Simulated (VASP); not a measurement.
# TmInO2 (R-3m) in VASP: further runs

Runs on TmInO2. Level: PBE. Tasks: single point.

Program: VASP 6.6.1. These are calculated values, not measurements. Logs are shortened: lines on timing, memory, paths and dates and some standing lists are left out, and cuts for length are marked.

## (1) The cell of the first run

The structure is trigonal, space group R-3m (No. 166). The conventional cell has a = 3.338 Å, b = 3.338 Å, c = 20.132 Å, α = 90.00°, β = 90.00°, γ = 120.00°. Tm (site symmetry -3m) has 6 O at 2.22 Å within 2.9 Å. In (site symmetry -3m) has 2 O at 2.26 Å within 3.0 Å. Within 3.0 Å of O (site symmetry 3m) lie 3 Tm at 2.22 Å and 1 In at 2.26 Å and 3 O at 2.92 Å.

## (2) Single point, PBE (16.19 Å³/atom)

Input file INCAR:

```
SYSTEM = TmInO2
PREC = Accurate ; ENCUT = 600
EDIFF = 1E-6 ; ISMEAR = 0
SIGMA = 0.1 ; LREAL = .False.
LASPH = .True. ; NELM = 200
ALGO = Normal ; ISIF = 2
LWAVE = .False. ; LCHARG = .False.
GGA = PE ; NBANDS = 25
GGA_COMPAT = .False. ; LMAXMIX = 6
```

Input file KPOINTS:

```
regular mesh
0
Gamma
  12 12 12
  0 0 0
```

Input file POSCAR:

```
TmInO2
1.0
    1.6692262387      0.9637282183      6.7107313054
   -1.6692262387      0.9637282183      6.7107313054
    0.0000000000     -1.9274564365      6.7107313054
Tm In O
1 1 2
Direct
    0.0000000000      0.0000000000      0.0000000000
    0.5000000000      0.5000000000      0.5000000000
    0.3877686328      0.3877686328      0.3877686328
    0.6122313672      0.6122313672      0.6122313672
```

Potentials or basis: VASP PAW PBE potentials, release 64 (Tm_3, In_d, O), 4f in core.

Command:

```sh
$ cat potpaw_PBE.64/Tm_3/POTCAR potpaw_PBE.64/In_d/POTCAR potpaw_PBE.64/O/POTCAR > POTCAR
$ mpirun -np 1 vasp_std > vasp.out
```

OUTCAR:

```text
SYSTEM = TmInO2
   PREC = Accurate
   ENCUT = 600
   EDIFF = 1E-6
   ISMEAR = 0
   LREAL = .False.
   LASPH = .True.
   NELM = 200
   ISIF = 2
   GGA = PE

 ion  position               nearest neighbor table
   1  0.000  0.000  0.000-   4 2.22   4 2.22   3 2.22   3 2.22   4 2.22   3 2.22   2 3.87   2 3.87
                             2 3.87   2 3.87   2 3.87   2 3.87
   2  0.500  0.500  0.500-   3 2.26   4 2.26   1 3.87   1 3.87   1 3.87   1 3.87   1 3.87   1 3.87

   3  0.388  0.388  0.388-   1 2.22   1 2.22   1 2.22   2 2.26
   4  0.612  0.612  0.612-   1 2.22   1 2.22   1 2.22   2 2.26

  LATTYP: Found a trigonal (rhomboedric) cell.
 ALAT       =     6.9820486226
 COS(alpha) =     0.8856872524

  Lattice vectors:

 A1 = (   1.6692262387,   0.9637282183,   6.7107313054)
 A2 = (  -1.6692262387,   0.9637282183,   6.7107313054)
 A3 = (   0.0000000000,  -1.9274564365,   6.7107313054)

Analysis of symmetry for initial positions (statically):
=====================================================================
 Subroutine PRICEL returns:
 Original cell was already a primitive cell.

 Routine SETGRP: Setting up the symmetry group for a
 trigonal (rhombohedral) supercell.

 Subroutine GETGRP returns: Found 12 space group operations
 (whereof 12 operations were pure point group operations)
 out of a pool of 12 trial point group operations.

The static configuration has the point symmetry D_3d.

Analysis of symmetry for dynamics (positions and initial velocities):
=====================================================================
 Subroutine PRICEL returns:
 Original cell was already a primitive cell.

 Routine SETGRP: Setting up the symmetry group for a
 trigonal (rhombohedral) supercell.

 Subroutine GETGRP returns: Found 12 space group operations
 (whereof 12 operations were pure point group operations)
 out of a pool of 12 trial point group operations.

The dynamic configuration has the point symmetry D_3d.

 Subroutine INISYM returns: Found 12 space group operations
 (whereof 12 operations are pure point group operations),
 and found     1 'primitive' translations

----------------------------------------------------------------------------------------

                                     Primitive cell

  volume of cell :      64.7725

  direct lattice vectors                    reciprocal lattice vectors
     1.669226239  0.963728218  6.710731305     0.299539984  0.172939490  0.049671685
    -1.669226239  0.963728218  6.710731305    -0.299539984  0.172939490  0.049671685
     0.000000000 -1.927456436  6.710731305     0.000000000 -0.345878980  0.049671685

  length of vectors
     6.982048623  6.982048623  6.982048623     0.349427454  0.349427454  0.349427454

  position of ions in fractional coordinates (direct lattice)
     0.000000000  0.000000000  0.000000000
     0.500000000  0.500000000  0.500000000
     0.387768633  0.387768633  0.387768633
     0.612231367  0.612231367  0.612231367

  ion indices of the primitive-cell ions
   primitive index   ion index
                 1           1
                 2           2
                 3           3
                 4           4

----------------------------------------------------------------------------------------

 KPOINTS: regular mesh

Automatic generation of k-mesh.
 Grid dimensions read from file:
 generate k-points for:   12   12   12

 Generating k-lattice:

  Cartesian coordinates                     Fractional coordinates (reciprocal lattice)
     0.024961665  0.014411624  0.004139307     0.083333333 -0.000000000  0.000000000
    -0.024961665  0.014411624  0.004139307    -0.000000000  0.083333333  0.000000000
     0.000000000 -0.028823248  0.004139307     0.000000000  0.000000000  0.083333333

  Length of vectors
     0.029118954  0.029118954  0.029118954

  Shift w.r.t. Gamma in fractional coordinates (k-lattice)
     0.000000000  0.000000000  0.000000000

 Subroutine IBZKPT returns following result:
 ===========================================

 Found    189 irreducible k-points:

 Following reciprocal coordinates:
            Coordinates               Weight
  0.000000  0.000000  0.000000      1.000000
  0.083333  0.000000  0.000000      6.000000
  0.166667  0.000000  0.000000      6.000000
  0.250000  0.000000  0.000000      6.000000
  0.333333  0.000000  0.000000      6.000000
  0.416667  0.000000  0.000000      6.000000
[... 16 lines left out ...]
  0.500000  0.166667  0.000000     12.000000
 -0.416667  0.166667 -0.000000     12.000000
 [... further k-points ...]
   k-points           NKPTS =    189   k-points in BZ     NKDIM =    189   number of bands    NBANDS=     25
   number of dos      NEDOS =    301   number of ions     NIONS =      4
   total plane-waves  NPLWV = 175616
   dimension x,y,z NGX =    56 NGY =   56 NGZ =   56
   dimension x,y,z NGXF=   112 NGYF=  112 NGZF=  112
   ions per type =               1   1   2
[... 34 lines left out ...]
   LHFCALC =     F    Hartree Fock is set to
   AEXX    =    0.0000 exact exchange contribution
   IVDW    =     0    specifies the selected vdW correction
   LEPSILON=     F    determine dielectric tensor
   LRPA    =     F    only Hartree local field effects (RPA)
 non-spin polarized calculation
 Gauss-broadening in eV      SIGMA  =   0.10
  energy-cutoff  :      600.00
  volume of cell :       64.77
 maximum number of plane-waves:      2188
   NGX = 27   NGY = 27   NGZ = 27

 number of electron      34.0000000 magnetization

 Free energy of the ion-electron system (eV)
  ---------------------------------------------------
  ext. energy  EPLUGINS =         0.00000000
  ---------------------------------------------------
  free energy    TOTEN  =       -26.80600550 eV

  energy without entropy =      -26.80461647  energy(sigma->0) =      -26.80531098

 E-fermi :   5.0001     XC(G=0): -10.5093

 val. band max:        4.9315681018   @ k =  -0.3333  -0.3333   0.1667
 cond. band min:       5.0170447369   @ k =  -0.2500   0.2500   0.2500
 fundamental gap:      0.0854766351
 Fermi energy:         5.0001313854

 k-point     1 :       0.0000    0.0000    0.0000
  band No.  band energies     occupation
      1     -19.5755      2.00000
      2     -18.7928      2.00000
      3     -18.7928      2.00000
      4     -13.6872      2.00000
      5     -12.1517      2.00000
      6      -9.5552      2.00000
[... 17 lines left out ...]
     24      14.1780      0.00000
     25      14.1780      0.00000

 k-point     2 :       0.0833    0.0000    0.0000
  band No.  band energies     occupation
      1     -19.5505      2.00000
      2     -18.8972      2.00000
      3     -18.8066      2.00000
      4     -13.5726      2.00000
      5     -12.2118      2.00000
      6      -9.5604      2.00000
[... 17 lines left out ...]
     24      14.2125      0.00000
     25      14.4439      0.00000

 k-point     3 :       0.1667    0.0000    0.0000
  band No.  band energies     occupation
      1     -19.4836      2.00000
      2     -19.1581      2.00000
      3     -18.8442      2.00000
      4     -13.2887      2.00000
      5     -12.3686      2.00000
      6      -9.5780      2.00000
[... 17 lines left out ...]
     24      13.8591      0.00000
     25      14.3190      0.00000

 k-point     4 :       0.2500    0.0000    0.0000
  band No.  band energies     occupation
      1     -19.5151      2.00000
      2     -19.3482      2.00000
      3     -18.8949      2.00000
      4     -12.9987      2.00000
      5     -12.5252      2.00000
      6      -9.6055      2.00000
[... 17 lines left out ...]
     24      12.9025      0.00000
     25      14.5199      0.00000
[... 477 lines left out ...]
 k-point    22 :       0.4167    0.1667    0.0000
  band No.  band energies     occupation
      1     -19.7631      2.00000
      2     -19.2678      2.00000
      3     -19.0745      2.00000
      4     -12.7993      2.00000
      5     -12.5478      2.00000
      6      -9.5791      2.00000
[... 17 lines left out ...]
     24      13.6086      0.00000
     25      14.7774      0.00000

 k-point    23 :       0.5000    0.1667    0.0000
  band No.  band energies     occupation
      1     -19.8934      2.00000
      2     -19.2288      2.00000
      3     -19.1262      2.00000
      4     -12.9090      2.00000
      5     -12.3762      2.00000
      6      -9.5852      2.00000
[... 17 lines left out ...]
     24      13.6310      0.00000
     25      14.3351      0.00000

 k-point    24 :      -0.4167    0.1667   -0.0000
  band No.  band energies     occupation
      1     -19.9392      2.00000
      2     -19.2308      2.00000
      3     -19.1285      2.00000
      4     -12.9506      2.00000
      5     -12.3137      2.00000
      6      -9.5884      2.00000
[... 17 lines left out ...]
     24      12.7703      0.00000
     25      14.4796      0.00000

 [... further k-points ...]

------------------------ aborting loop because EDIFF is reached ----------------------------------------

  FORCE on cell =-STRESS in cart. coord.  units (eV):
  Direction    XX          YY          ZZ          XY          YZ          ZX
  --------------------------------------------------------------------------------------
  -------------------------------------------------------------------------------------
  Total        1.7215998      1.7215998      1.5977794     -0.0000000      0.0000000      0.0000000
  in kB       42.5845343     42.5845343     39.5217815     -0.0000000      0.0000000      0.0000000
  external PRESSURE =      41.5636167 kB  Pullay stress =       0.0000000 kB

 VOLUME and BASIS-vectors are now :
 -----------------------------------------------------------------------------
  energy-cutoff  :      600.00
  volume of cell :       64.77
      direct lattice vectors                 reciprocal lattice vectors
     1.669226239  0.963728218  6.710731305     0.299539984  0.172939490  0.049671685
    -1.669226239  0.963728218  6.710731305    -0.299539984  0.172939490  0.049671685
     0.000000000 -1.927456436  6.710731305     0.000000000 -0.345878980  0.049671685

 POSITION                                       TOTAL-FORCE (eV/Angst)
 -----------------------------------------------------------------------------------
      0.00000      0.00000      0.00000        -0.000000      0.000000      0.000000
      0.00000      0.00000     10.06610         0.000000      0.000000      0.000000
      0.00000      0.00000      7.80663         0.000000      0.000000      0.113350
      0.00000      0.00000     12.32556         0.000000     -0.000000     -0.113350
 -----------------------------------------------------------------------------------
    total drift:                               -0.000000     -0.000000      0.000000

  FREE ENERGIE OF THE ION-ELECTRON SYSTEM (eV)
  ---------------------------------------------------
  free  energy   TOTEN  =       -26.8060054957 eV

  energy  without entropy=      -26.8046164728  energy(sigma->0) =      -26.80531098
```

Run time: 29 min. Hardware: 1 thread of AMD EPYC 7R43 (Zen 3), shared host; peak memory 0.67 GiB.

Results:

```yaml
Free_energy: -26.8060 eV
Pressure: 4.2 GPa
Largest_force: 0.113 eV/Å
Band_gap_on_the_k_mesh: zero (bands 17 and 18 overlap by 0.70 eV)
```

Forces on the atoms (eV/Å):
```
Tm   0.000  0.000  0.000
In   0.000  0.000  0.000
O    0.000  0.000  0.113
O    0.000  0.000 -0.113
```

Stress tensor (GPa, compression positive):
```
4.26 0.00 0.00
0.00 4.26 0.00
0.00 0.00 3.95
```

Caveat: the cell stands under pressure; spin-orbit coupling is left out, which moves the levels of the heavy elements; the 4f electrons are frozen in the core, so they carry no moment and show no levels; the run has no spin polarisation, though such a crystal can be magnetic. Spin polarisation is off, so any magnetic state and its effect on volume and gap are missing.

## (3) Single point, PBE

This run uses another cell than the first one, of 16.69 Å³/atom.

Input file INCAR:

```
PREC = Accurate
ENCUT = 600
EDIFF = 1E-6
ISMEAR = 0
SIGMA = 0.1
LREAL = F
LASPH = T
NELM = 200
ALGO = Normal
ISIF = 2
LWAVE = F
LCHARG = T
GGA = PE
LELF = T
LVHAR = T
NBANDS = 25
GGA_COMPAT = F
LMAXMIX = 6
```

Input file KPOINTS:

```
regular mesh
0
Gamma
  12 12 12
```

Input file POSCAR:

```
TmInO2
1.0
    1.6880917240      0.9746202112      6.7645115113
   -1.6880917240      0.9746202112      6.7645115113
    0.0000000000     -1.9492404225      6.7645115113
Tm In O
1 1 2
Direct
    0.0000000000      0.0000000000      0.0000000000
    0.5000000000      0.5000000000      0.5000000000
    0.3872265212      0.3872265212      0.3872265212
    0.6127734788      0.6127734788      0.6127734788
```

Potentials or basis: VASP PAW PBE potentials, release 64 (Tm_3, In_d, O), 4f in core.

Command:

```sh
$ cat potpaw_PBE.64/Tm_3/POTCAR potpaw_PBE.64/In_d/POTCAR potpaw_PBE.64/O/POTCAR > POTCAR
$ mpirun -np 1 vasp_std > vasp.out
```

Run time: 22 min. Hardware: 1 thread of AMD EPYC 7R43 (Zen 3), shared host; peak memory 0.7 GiB.

The run converged. Its results:

```yaml
Free_energy: -26.8378 eV
Pressure: 0.9 GPa
Largest_force: 0.098 eV/Å
Band_gap_on_the_k_mesh: zero (bands 17 and 18 overlap by 0.79 eV)
```

Forces on the atoms (eV/Å):
```
Tm   0.000  0.000  0.000
In   0.000  0.000  0.000
O    0.000  0.000  0.098
O    0.000  0.000 -0.098
```

Stress tensor (GPa, compression positive):
```
1.01 0.00 0.00
0.00 1.01 0.00
0.00 0.00 0.64
```

Levels at points of the mesh, in eV from the Fermi level:
```tsv
k point	band 14	band 15	band 16	band 17	band 18	band 19	band 20	band 21
(0.00, 0.00, 0.00)	-3.84	-3.06	-2.17	-2.17	3.62	4.56	5.03	5.03
(0.50, 0.00, 0.00)	-3.69	-3.07	-2.47	-0.96	0.12	3.61	5.94	6.26
(0.50, 0.50, 0.00)	-3.61	-3.37	-2.55	-0.64	-0.19	3.40	5.39	6.36
(0.50, 0.50, 0.50)	-4.16	-2.11	-2.11	-1.25	1.99	5.01	5.01	5.66
```

Caveat: spin-orbit coupling is left out, which moves the levels of the heavy elements; the 4f electrons are frozen in the core, so they carry no moment and show no levels; the run has no spin polarisation, though such a crystal can be magnetic. Spin polarisation is off, so any magnetic state and its effect on volume and gap are missing.

## (4) Single point, PBE

This run uses another cell than the first one, of 16.69 Å³/atom.

Input file INCAR:

```
SYSTEM = TmInO2
PREC = Accurate
ENCUT = 600
EDIFF = 1E-6
ISMEAR = 0
SIGMA = 0.1
LREAL = .False.
LASPH = .True.
NELM = 200
ALGO = Normal
ISIF = 2
LWAVE = .False.
LCHARG = .False.
GGA = PE
NBANDS = 25
GGA_COMPAT = .False.
LMAXMIX = 6
```

Input file KPOINTS:

```
regular mesh
0
Gamma
  12 12 12
  0 0 0
```

Input file POSCAR:

```
TmInO2
1.0
    1.6880988103      0.9746243026      6.7641346648
   -1.6880988103      0.9746243026      6.7641346648
    0.0000000000     -1.9492486052      6.7641346648
Tm In O
1 1 2
Direct
    0.0000000000      0.0000000000      0.0000000000
    0.5000000000      0.5000000000      0.5000000000
    0.3872213866      0.3872213866      0.3872213866
    0.6127786134      0.6127786134      0.6127786134
```

Command:

```sh
$ cat potpaw_PBE.64/Tm_3/POTCAR potpaw_PBE.64/In_d/POTCAR potpaw_PBE.64/O/POTCAR > POTCAR
$ mpirun -np 1 vasp_std > vasp.out
```

Run time: 21 min. Hardware: 1 thread of AMD EPYC 7R43 (Zen 3), shared host; peak memory 0.7 GiB.

The run converged. Its results:

```
Free energy            : -26.8377 eV
Pressure               : 0.9 GPa
Largest force          : 0.100 eV/Å
Band gap on the k mesh : zero (bands 17 and 18 overlap by 0.79 eV)
```

Forces in eV/Å, atoms in the order of the input:
```
Tm   0.000  0.000  0.000
In   0.000  0.000  0.000
O    0.000  0.000  0.100
O    0.000  0.000 -0.100
```

Stress tensor (GPa, compression positive):
```
1.01 0.00 0.00
0.00 1.01 0.00
0.00 0.00 0.66
```

Levels at points of the mesh, in eV from the Fermi level:
```tsv
k point	band 14	band 15	band 16	band 17	band 18	band 19	band 20	band 21
(0.00, 0.00, 0.00)	-3.84	-3.06	-2.17	-2.17	3.62	4.56	5.03	5.03
(0.50, 0.00, 0.00)	-3.69	-3.06	-2.47	-0.96	0.12	3.61	5.94	6.26
(0.50, 0.50, 0.00)	-3.61	-3.37	-2.55	-0.64	-0.19	3.40	5.39	6.36
(0.50, 0.50, 0.50)	-4.16	-2.11	-2.11	-1.25	1.99	5.01	5.01	5.66
```

Caveat: spin-orbit coupling is left out, which moves the levels of the heavy elements; the 4f electrons are frozen in the core, so they carry no moment and show no levels; the run has no spin polarisation, though such a crystal can be magnetic. With open d or f shells a metallic result of PBE can be an artefact of self-interaction; +U or a hybrid may open a gap.

## (5) Single point, PBE

This run uses another cell than the first one, of 16.69 Å³/atom.

Input file INCAR:

```
SYSTEM = TmInO2
PREC = Accurate
ENCUT = 600
EDIFF = 1E-6
ISMEAR = 0
SIGMA = 0.1
LREAL = .FALSE.
LASPH = .TRUE.
NELM = 200
ALGO = Normal
ISIF = 2
LWAVE = .FALSE.
LCHARG = .TRUE.
GGA = PE
LELF = .TRUE.
LVHAR = .TRUE.
NBANDS = 25
GGA_COMPAT = .FALSE.
LMAXMIX = 6
```

Input file KPOINTS:

```
Automatic mesh
0
G
  12 12 12
  0 0 0
```

Input file POSCAR:

```
TmInO2
1.0
    1.6880917240      0.9746202112      6.7645115113
   -1.6880917240      0.9746202112      6.7645115113
    0.0000000000     -1.9492404225      6.7645115113
Tm In O
1 1 2
Direct
    0.0000000000      0.0000000000      0.0000000000
    0.5000000000      0.5000000000      0.5000000000
    0.3872265212      0.3872265212      0.3872265212
    0.6127734788      0.6127734788      0.6127734788
```

Command:

```sh
$ cat potpaw_PBE.64/Tm_3/POTCAR potpaw_PBE.64/In_d/POTCAR potpaw_PBE.64/O/POTCAR > POTCAR
$ mpirun -np 1 vasp_std > vasp.out
```

It took 28 min on 1 thread of AMD EPYC 7R43 (Zen 3), shared host; peak memory 0.7 GiB.

Results (log left out):

* Free energy: -26.8378 eV
* Pressure: 0.9 GPa
* Largest force: 0.098 eV/Å
* Band gap on the k mesh: zero (bands 17 and 18 overlap by 0.79 eV)

Forces on the atoms (eV/Å):
```
Tm   0.000  0.000  0.000
In   0.000  0.000  0.000
O    0.000  0.000  0.098
O    0.000  0.000 -0.098
```

Stress tensor (GPa, compression positive):
```
1.01 0.00 0.00
0.00 1.01 0.00
0.00 0.00 0.64
```

Levels at points of the mesh, in eV from the Fermi level:
```
           k point  band 14  band 15  band 16  band 17  band 18  band 19  band 20  band 21
(0.00, 0.00, 0.00)    -3.84    -3.06    -2.17    -2.17     3.62     4.56     5.03     5.03
(0.50, 0.00, 0.00)    -3.69    -3.07    -2.47    -0.96     0.12     3.61     5.94     6.26
(0.50, 0.50, 0.00)    -3.61    -3.37    -2.55    -0.64    -0.19     3.40     5.39     6.36
(0.50, 0.50, 0.50)    -4.16    -2.11    -2.11    -1.25     1.99     5.01     5.01     5.66
```

Caveat: spin-orbit coupling is left out, which moves the levels of the heavy elements; the 4f electrons are frozen in the core, so they carry no moment and show no levels; the run has no spin polarisation, though such a crystal can be magnetic.

## (6) The runs side by side

| cell | gap on the mesh (eV) | pressure (GPa) | largest force (eV/Å) |
| --- | --- | --- | --- |
| a = 6.982 Å, angles 27.7°, 4 atoms, atomic positions A | none | 4.2 | 0.11 |
| a = 7.040 Å, angles 27.7°, 4 atoms, atomic positions B | none | 0.9 | 0.10 |
| a = 7.039 Å, angles 27.8°, 4 atoms, atomic positions B | none | 0.9 | 0.10 |

Alike in all rows: task single point; level PBE; potentials or basis VASP PAW PBE potentials, release 64 (Tm_3, In_d, O), 4f in core; no spin polarisation; k mesh 12 × 12 × 12; cutoff (eV) 600; smearing gaussian 0.1 eV.

Caveats: spin-orbit coupling is left out, which moves the levels of the heavy elements; the 4f electrons are frozen in the core, so they carry no moment and show no levels; the run has no spin polarisation, though such a crystal can be magnetic; the cell stands under pressure (at least some runs).

Total energies depend on the potentials used, so only differences within one code and one set of settings carry meaning.

The gap in the log of VASP goes by the Fermi energy; the results here count the filled bands.